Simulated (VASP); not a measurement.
Crystal: LaC.

```
CELL_PARAMETERS angstrom
0.00000 2.72203 2.72203
2.72203 0.00000 2.72203
2.72203 2.72203 0.00000
ATOMIC_POSITIONS crystal
La 0.50000 0.50000 0.50000
C 0.00000 0.00000 0.00000
```

Base run:

```yaml
Program: VASP 6.6.1
Functional: r2SCAN
Potentials_or_basis: VASP PAW PBE potentials, release 64 (La, C)
Cutoff: 520 eV
k_mesh: 12 × 12 × 12
Occupations: gaussian, width 0.05 eV
Spin: no spin polarisation
```

Its results: pressure -0.1 GPa.

**Question.** The run is repeated on the same cell with these changes: k mesh from 12 × 12 × 12 to 15 × 15 × 15; hubbard terms from none to La f U = 5.0 eV. What comes out?

**Answer.** Pressure 2.3 GPa.

Several settings changed at once, so the effect can't be laid on one alone.

Caveats: the PAW data sets were made with another functional, which shifts forces and pressure a little; U without spin polarisation on a metal has little footing (some runs); the U is typed as a test and isn't derived for this compound (some runs).
